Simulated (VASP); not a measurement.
Here is a VASP 6.6.1 calculation.

Contents of INCAR:

```
SYSTEM = GaSi2S2
PREC = Accurate ; ENCUT = 500
EDIFF = 1E-6 ; ISMEAR = 0
SIGMA = 0.2 ; LREAL = .False.
LASPH = .True. ; NELM = 120
ALGO = Normal ; ISIF = 2
LWAVE = .False. ; LCHARG = .True.
GGA = PE ; LELF = .True.
LVHAR = .True. ; NBANDS = 24
GGA_COMPAT = .False.
```

KPOINTS

```
Automatic mesh
0
Gamma
  5 5 2
  0 0 0
```

The input POSCAR:

```
GaSi2S2
1.0
    4.5611119004     -0.0000000035      0.0000000000
   -2.2805559472      3.9500387770      0.0000000000
    0.0000000000      0.0000000000      7.1836714385
Ga Si S
1 2 2
Direct
    0.0000000000      0.0000000000      0.5000000000
    0.0000000000      0.0000000000      0.8488345848
    0.0000000000      0.0000000000      0.1511654152
    0.3333333333      0.6666666667      0.5000000000
    0.6666666667      0.3333333333      0.5000000000
```

Potentials or basis: VASP PAW PBE potentials, release 64 (Ga_d, Si, S).

Command:

```console
$ cat potpaw_PBE.64/Ga_d/POTCAR potpaw_PBE.64/Si/POTCAR potpaw_PBE.64/S/POTCAR > POTCAR
$ mpirun -np 1 vasp_std > vasp.out
```

Problem. What does it give for the pressure?

Solution. 0.0 GPa.

Problem. What does it give for the largest force?

Solution. 0.009 eV/Å.

Stress tensor (GPa, compression positive):
```
 0.15  0.00  0.00
 0.00  0.15  0.00
 0.00  0.00 -0.17
```

Caveat: the k points lie up to 0.44 Å⁻¹ apart.
